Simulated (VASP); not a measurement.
Here is a VASP 6.6.1 calculation.

The input INCAR:

```
SYSTEM = SnO
PREC = Accurate
ENCUT = 600
EDIFF = 1E-6
ISMEAR = 0
SIGMA = 0.01
LREAL = .False.
LASPH = .True.
NELM = 120
ALGO = Normal
ISIF = 2
LWAVE = .False.
LCHARG = .True.
GGA = PE
IVDW = 12
LELF = .True.
LVHAR = .True.
NBANDS = 28
GGA_COMPAT = .False.
```

KPOINTS

```
Automatic mesh
0
Gamma
  10 10 8
  0 0 0
```

Contents of POSCAR:

```
SnO
1.0
    3.8679333334      0.0000000000      0.0000000000
    0.0000000000      3.8679333334      0.0000000000
    0.0000000000      0.0000000000      5.0735697201
Sn O
2 2
Direct
    0.0000000000      0.5000000000      0.2284938125
    0.5000000000      0.0000000000      0.7715061875
    0.0000000000      0.0000000000      0.0000000000
    0.5000000000      0.5000000000      0.0000000000
```

Potentials or basis: VASP PAW PBE potentials, release 64 (Sn_d, O).

Run with:

```sh
$ cat potpaw_PBE.64/Sn_d/POTCAR potpaw_PBE.64/O/POTCAR > POTCAR
$ mpirun -np 1 vasp_std > vasp.out
```

**Question.** Estimate the band gap on the k mesh.

**Answer.** 0.51 eV, indirect (least direct gap 1.91 eV).

**Question.** What does it give for the largest force?

**Answer.** 0.091 eV/Å.

**Question.** Estimate the pressure.

**Answer.** -1.7 GPa.

**Question.** Predict the dispersion energy per atom.

**Answer.** -0.216 eV.

Forces on the atoms (eV/Å):
```
Sn   0.000  0.000  0.091
Sn   0.000  0.000 -0.091
O    0.000  0.000  0.000
O    0.000  0.000  0.000
```

Caveat: three body term missing; spin-orbit coupling is left out, which moves the levels of the heavy elements. Expect the measured gap to be larger: semilocal functionals such as PBE lack the derivative discontinuity.
